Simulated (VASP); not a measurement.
GaN:

```
Ga N
1.0
     3.18000    0.00000    0.00000
    -1.59000    2.75396    0.00000
     0.00000    0.00000    5.16600
Ga N
2 2
Direct
  0.66667 0.33333 0.50000
  0.33333 0.66667 0.00000
  0.66667 0.33333 0.87500
  0.33333 0.66667 0.37500
```

Base run:

* Program: VASP 6.6.1
* Functional: r2SCAN-based global hybrid with 50 % exact exchange
* Potentials or basis: VASP PAW PBE potentials, release 64 (Ga_d, N)
* Cutoff: 520 eV
* k mesh: 6 × 6 × 3
* Occupations: fermi-dirac, width 0.05 eV
* Spin: no spin polarisation

Its results: band gap on the k mesh 6.21 eV; pressure -5.5 GPa; largest force 0.170 eV/Å.

Task: The run is repeated on the same cell with these changes: functional from r2SCAN-based global hybrid with 50 % exact exchange to BHLYP. What comes out?

Result: Band gap on the k mesh 6.23 eV; pressure 1.6 GPa; largest force 0.169 eV/Å.

Caveats: the PAW data sets were made with another functional, which shifts forces and pressure a little; the cell stands under tension (at least some runs).

